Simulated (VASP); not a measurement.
# CoC (NiAs type) (P6_3/mmc) in VASP: further runs

CoC (NiAs type) is run at these levels: PBEsol; tasks: relaxation of cell and atoms, single point.

All numbers are computed with VASP 6.6.1; they aren't measurements. Logs are shortened: lines on timing, memory, paths and dates and some standing lists are left out, and cuts for length are marked.

### Step 1. The cell of the first run

It takes space group P6_3/mmc (No. 194, hexagonal). Conventional cell: a = 2.832 Å, b = 2.832 Å, c = 4.389 Å, α = 90.00°, β = 90.00°, γ = 120.00°. Co (site symmetry -3m) has 6 C at 1.97 Å and 2 Co at 2.19 Å within 2.6 Å. C (site symmetry -6m2) has 6 Co at 1.97 Å within 2.6 Å.

### Step 2. Relaxation of cell and atoms, PBEsol, collinear spin, ferromagnetic start, target pressure 6.5 GPa, at which the enthalpy is minimised

INCAR reads:

```
PREC = Accurate ; ENCUT = 600
EDIFF = 1E-6 ; ISMEAR = -1
SIGMA = 0.05 ; LREAL = F
LASPH = T ; NELM = 150
ALGO = Normal ; ISIF = 3
LWAVE = F ; LCHARG = F
ISPIN = 2 ; MAGMOM = 1.7 1.7 0 0
LORBIT = 11 ; LMAXMIX = 4
GGA = PS ; IBRION = 2
NSW = 60 ; EDIFFG = -0.005
PSTRESS = 65.0
```

KPOINTS reads:

```
regular mesh
0
Gamma
  12 12 7
```

POSCAR reads:

```
CoC
1.0
    2.8318062499      0.0000000000      0.0000000000
   -1.4159031249      2.4524161510      0.0000000000
    0.0000000000      0.0000000000      4.3892996873
Co C
2 2
Direct
    0.0000000000      0.0000000000      0.0000000000
    0.0000000000      0.0000000000      0.5000000000
    0.3333333333      0.6666666667      0.2500000000
    0.6666666667      0.3333333333      0.7500000000
```

Potentials or basis: VASP PAW PBE potentials, release 64 (Co, C).

The run is started by

```
> cat potpaw_PBE.64/Co/POTCAR potpaw_PBE.64/C/POTCAR > POTCAR
> mpirun -np 1 vasp_std > vasp.out
```

OUTCAR:

```text
PREC = Accurate
   ENCUT = 600
   EDIFF = 1E-6
   ISMEAR = -1
   LREAL = F
   LASPH = T
   NELM = 150
   ISIF = 3
   ISPIN = 2
   LORBIT = 11
   GGA = PS
   IBRION = 2
   NSW = 60
   EDIFFG = -0.005
   PSTRESS = 65.0

 ion  position               nearest neighbor table
   1  0.000  0.000  0.000-   3 1.97   4 1.97   3 1.97   4 1.97   4 1.97   3 1.97   2 2.19   2 2.19

   2  0.000  0.000  0.500-   3 1.97   4 1.97   3 1.97   4 1.97   4 1.97   3 1.97   1 2.19   1 2.19

   3  0.333  0.667  0.250-   1 1.97   2 1.97   1 1.97   2 1.97   1 1.97   2 1.97
   4  0.667  0.333  0.750-   1 1.97   2 1.97   1 1.97   2 1.97   1 1.97   2 1.97

  LATTYP: Found a hexagonal cell.
 ALAT       =     2.8318062499
 C/A-ratio  =     1.5500000000

  Lattice vectors:

 A1 = (   2.8318062499,   0.0000000000,   0.0000000000)
 A2 = (  -1.4159031249,   2.4524161510,   0.0000000000)
 A3 = (   0.0000000000,   0.0000000000,   4.3892996873)

Analysis of symmetry for initial positions (statically):
=====================================================================
 Subroutine PRICEL returns:
 Original cell was already a primitive cell.

 Routine SETGRP: Setting up the symmetry group for a
 hexagonal supercell.

 Subroutine GETGRP returns: Found 24 space group operations
 (whereof 12 operations were pure point group operations)
 out of a pool of 24 trial point group operations.

The static configuration has the point symmetry D_3d.
 The point group associated with its full space group is D_6h.

Analysis of symmetry for dynamics (positions and initial velocities):
=====================================================================
 Subroutine PRICEL returns:
 Original cell was already a primitive cell.

 Routine SETGRP: Setting up the symmetry group for a
 hexagonal supercell.

 Subroutine GETGRP returns: Found 24 space group operations
 (whereof 12 operations were pure point group operations)
 out of a pool of 24 trial point group operations.

The dynamic configuration has the point symmetry D_3d.
 The point group associated with its full space group is D_6h.

Analysis of structural, dynamic, and magnetic symmetry:
=====================================================================
 Subroutine PRICEL returns:
 Original cell was already a primitive cell.

 Routine SETGRP: Setting up the symmetry group for a
 hexagonal supercell.

 Subroutine GETGRP returns: Found 24 space group operations
 (whereof 12 operations were pure point group operations)
 out of a pool of 24 trial point group operations.

The overall configuration has the point symmetry D_3d.
 The point group associated with its full space group is D_6h.

 Subroutine INISYM returns: Found 24 space group operations
 (whereof 12 operations are pure point group operations),
 and found     1 'primitive' translations

----------------------------------------------------------------------------------------

                                     Primitive cell

  volume of cell :      30.4827

  direct lattice vectors                    reciprocal lattice vectors
     2.831806250  0.000000000  0.000000000     0.353131504  0.203880569  0.000000000
    -1.415903125  2.452416151  0.000000000     0.000000000  0.407761138  0.000000000
     0.000000000  0.000000000  4.389299687     0.000000000  0.000000000  0.227826777

  length of vectors
     2.831806250  2.831806250  4.389299687     0.407761138  0.407761138  0.227826777

  position of ions in fractional coordinates (direct lattice)
     0.000000000  0.000000000  0.000000000
     0.000000000  0.000000000  0.500000000
     0.333333333  0.666666667  0.250000000
     0.666666667  0.333333333  0.750000000

  ion indices of the primitive-cell ions
   primitive index   ion index
                 1           1
                 2           2
                 3           3
                 4           4

----------------------------------------------------------------------------------------

 KPOINTS: regular mesh

Automatic generation of k-mesh.
 Grid dimensions read from file:
 generate k-points for:   12   12    7

 Generating k-lattice:

  Cartesian coordinates                     Fractional coordinates (reciprocal lattice)
     0.029427625  0.016990047  0.000000000     0.083333333 -0.000000000  0.000000000
     0.000000000  0.033980095  0.000000000     0.000000000  0.083333333  0.000000000
     0.000000000  0.000000000  0.032546682     0.000000000  0.000000000  0.142857143

  Length of vectors
     0.033980095  0.033980095  0.032546682

  Shift w.r.t. Gamma in fractional coordinates (k-lattice)
     0.000000000  0.000000000  0.000000000

 Subroutine IBZKPT returns following result:
 ===========================================

 Found     76 irreducible k-points:

 Following reciprocal coordinates:
            Coordinates               Weight
  0.000000  0.000000  0.000000      1.000000
  0.083333 -0.000000  0.000000      6.000000
  0.166667  0.000000  0.000000      6.000000
  0.250000  0.000000  0.000000      6.000000
  0.333333  0.000000  0.000000      6.000000
  0.416667 -0.000000  0.000000      6.000000
[... 16 lines left out ...]
  0.250000  0.000000  0.142857     12.000000
  0.333333  0.000000  0.142857     12.000000
 [... further k-points ...]
   k-points           NKPTS =     76   k-points in BZ     NKDIM =     76   number of bands    NBANDS=     19
   number of dos      NEDOS =    301   number of ions     NIONS =      4
   total plane-waves  NPLWV =  20736
   dimension x,y,z NGX =    24 NGY =   24 NGZ =   36
   dimension x,y,z NGXF=    48 NGYF=   48 NGZF=   72
   ions per type =               2   2
   NGX,Y,Z   is equivalent  to a cutoff of  14.09, 14.09, 13.64 a.u.
   NGXF,Y,Z  is equivalent  to a cutoff of  28.18, 28.18, 27.27 a.u.
 SYSTEM =  unknown system
   PREC   = accura    normal or accurate (medium, high low for compatibility)
   ISTART =      0    job   : 0-new  1-cont  2-samecut
   ICHARG =      2    charge: 1-file 2-atom 10-const
   ISPIN  =      2    spin polarized calculation?
   LNONCOLLINEAR =      F non collinear calculations
   LSORBIT =      F    spin-orbit coupling
   LASPH  =      T    aspherical Exc in radial PAW
   ENCUT  =  600.0 eV  44.10 Ry    6.64 a.u.   5.66  5.66  8.77*2*pi/ulx,y,z
   NELM   =    150;   NELMIN=  2; NELMDL= -5     # of ELM steps
   EDIFF  = 0.1E-05   stopping-criterion for ELM
   LREAL  =      F    real-space projection
   EDIFFG = -.5E-02   stopping-criterion for IOM
   NSW    =     60    number of steps for IOM
   IBRION =      2    ionic relax: 0-MD 1-quasi-New 2-CG
   NFREE  =      1    steps in history (QN), initial steepest desc. (CG)
   ISIF   =      3    stress and relaxation
   ISYM   =      2    0-nonsym 1-usesym 2-fastsym
   POTIM  = 0.5000    time-step for ionic-motion
   TEBEG  =    0.0;   TEEND  =   0.0 temperature during run
   PSTRESS=   65.0 pullay stress
   NELECT =      26.0000    total number of electrons
   NUPDOWN=      -1.0000    fix difference up-down
   EMIN   =  10.00;   EMAX   =-10.00  energy-range for DOS
   EFERMI =   0.00;   METHOD = LEGACY
   ISMEAR =    -1;   SIGMA  =   0.05  broadening in eV -4-tet -1-fermi 0-gaus
   EFERMI_NEDOS =   21; number of points for ismear=-14 and -15
   IALGO  =     38    algorithm
   IMIX   =      4    mixing-type and parameters
     AMIX     =   0.40;   BMIX     =  1.00
     AMIX_MAG =   1.60;   BMIX_MAG =  1.00
  volume/ion in A,a.u.               =       7.62        51.43
  Fermi-wavevector in a.u.,A,eV,Ry     =   1.552560  2.933912 32.796048  2.410442
  Thomas-Fermi vector in A             =   2.656917
   LORBIT       =     11    0 simple, 1 ext, 2 COOP (PROOUT), +10 PAW based schemes
   GGA     = PS    functional components
   LHFCALC =     F    Hartree Fock is set to
   AEXX    =    0.0000 exact exchange contribution
   IVDW    =     0    specifies the selected vdW correction
   LEPSILON=     F    determine dielectric tensor
   LRPA    =     F    only Hartree local field effects (RPA)
 conjugate gradient relaxation of ions
 spin polarized calculation
  energy-cutoff  :      600.00
  volume of cell :       30.48
 maximum number of plane-waves:      1034
 NGX is ok and might be reduce to    24
   NGX = 11   NGY = 11   NGZ = 17

--------------------------------------- Ionic step        1  -------------------------------------------

 number of electron      26.0000003 magnetization      -0.0036092

 number of electron      26.0000003 magnetization       0.0017920

 Free energy of the ion-electron system (eV)
  ---------------------------------------------------
  ext. energy  EPLUGINS =         0.00000000
  ---------------------------------------------------
  free energy    TOTEN  =       -32.53648149 eV

  energy without entropy =      -32.51594288  energy(sigma->0) =      -32.52621219

------------------------ aborting loop because EDIFF is reached ----------------------------------------

  FORCE on cell =-STRESS in cart. coord.  units (eV):
  Direction    XX          YY          ZZ          XY          YZ          ZX
  --------------------------------------------------------------------------------------
  -------------------------------------------------------------------------------------
  Total       -0.2603291     -0.2603291      8.4690876     -0.0000000     -0.0000000      0.0000000
  in kB      -13.6829688    -13.6829688    445.1375910     -0.0000000     -0.0000000      0.0000000
  external PRESSURE =      74.2572178 kB  Pullay stress =      65.0000000 kB
[... 153 lines left out ...]
--------------------------------------- Ionic step        5  -------------------------------------------

 number of electron      26.0000005 magnetization      -0.0000177

 number of electron      26.0000005 magnetization       0.0000146

 Free energy of the ion-electron system (eV)
  ---------------------------------------------------
  ext. energy  EPLUGINS =         0.00000000
  ---------------------------------------------------
  free energy    TOTEN  =       -32.77746891 eV

  energy without entropy =      -32.75470844  energy(sigma->0) =      -32.76608868

 E-fermi :  11.2746     XC(G=0): -14.0580

 val. band max:       11.2479509700   @ k =   0.3333   0.2500   0.4286
 cond. band min:      11.2771463599   @ k =   0.4167   0.1667   0.0000
 fundamental gap:      0.0291953899
 Fermi energy:        11.2746406381

 spin component 1

 k-point     1 :       0.0000    0.0000    0.0000
  band No.  band energies     occupation
      1      -4.5030      1.00000
      2      -0.1252      1.00000
      3       2.7043      1.00000
      4       6.1645      1.00000
      5       6.1645      1.00000
      6       6.8008      1.00000
[... 11 lines left out ...]
     18      16.6718      0.00000
     19      21.3664      0.00000
[... 491 lines left out ...]
      5       6.1754      1.00000
      6       6.4557      1.00000
[... 11 lines left out ...]
     18      16.1634      0.00000
     19      22.6284      0.00000

 [... further k-points ...]

 spin component 2

 k-point     1 :       0.0000    0.0000    0.0000
  band No.  band energies     occupation
      1      -4.5030      1.00000
      2      -0.1252      1.00000
      3       2.7043      1.00000
      4       6.1645      1.00000
      5       6.1645      1.00000
      6       6.8008      1.00000
[... 11 lines left out ...]
     18      16.6718      0.00000
     19      21.3664      0.00000
[... 537 lines left out ...]
  FREE ENERGIE OF THE ION-ELECTRON SYSTEM (eV)
  ---------------------------------------------------
  free  energy   TOTEN  =       -32.7774689111 eV

  energy  without entropy=      -32.7547084431  energy(sigma->0) =      -32.76608868

  enthalpy is  TOTEN    =       -31.5342612810 eV   P V=        1.2432076302

 reached required accuracy - stopping structural energy minimisation

 total charge

# of ion       s       p       d       tot
------------------------------------------
    1        0.528   0.817   7.542   8.887
    2        0.528   0.817   7.542   8.887
    3        0.882   1.442   0.000   2.324
    4        0.882   1.442   0.000   2.324
--------------------------------------------------
tot          2.819   4.518  15.084  22.421

 magnetization (x)

# of ion       s       p       d       tot
------------------------------------------
    1       -0.000  -0.000  -0.000  -0.000
    2       -0.000  -0.000  -0.000  -0.000
    3        0.000   0.000   0.000   0.000
    4        0.000   0.000   0.000   0.000
--------------------------------------------------
tot         -0.000  -0.000  -0.000  -0.000
```

Wall time 7.8 min (1 thread of Intel Xeon 8259CL, shared host); peak memory 0.24 GiB.

Results:

| Property | Result |
| --- | --- |
| Free energy | -32.7775 eV |
| Relaxed volume | 7.66 Å³/atom |
| Relaxed cell | a = 2.760 Å, b = 2.760 Å, c = 4.645 Å, α = 90.00°, β = 90.00°, γ = 120.00° |
| Space group after relaxing (to 0.05 Å) | P6_3/mmc (No. 194) |
| Energy change on relaxing (the enthalpy is what falls) | -60.2 meV/atom |
| Ionic steps | 5 |
| Pressure after relaxing | 6.5 GPa |
| Band gap on the k mesh | zero (filled and empty bands overlap) |
| Net moment | 0.00 μB per cell |
| Valence electrons inside the program's atomic spheres | Co 8.89; C 2.32 |

The path:
| step | energy change (eV) | largest force (eV/Å) | pressure (GPa) | volume (Å³) |
| --- | --- | --- | --- | --- |
| 1 | 0.0000 | 0.0000 | 13.93 | 30.48 |
| 2 | -0.2144 | 0.0000 | -8.86 | 31.96 |
| 3 | -0.2449 | 0.0000 | -2.22 | 31.45 |
| 4 | -0.1878 | 0.0000 | 15.24 | 29.92 |
| 5 | -0.2410 | 0.0000 | 6.47 | 30.64 |

Final structure:
```xyz
4
Lattice="2.7600 0.0000 0.0000 -1.3800 2.3902 0.0000 0.0000 0.0000 4.6452" Properties=species:S:1:pos:R:3 pbc="T T T"
Co    0.0000    0.0000    0.0000
Co    0.0000    0.0000    2.3226
C     0.0000    1.5935    1.1613
C     1.3800    0.7967    3.4839
```

Caveat: the starting moments collapsed, and a magnetic state may lie lower; the cell is relaxed towards a set pressure, so the enthalpy falls and the energy may rise; the PAW data sets were made with another functional, which shifts forces and pressure a little.

(Part 1 of 2 ends here.)
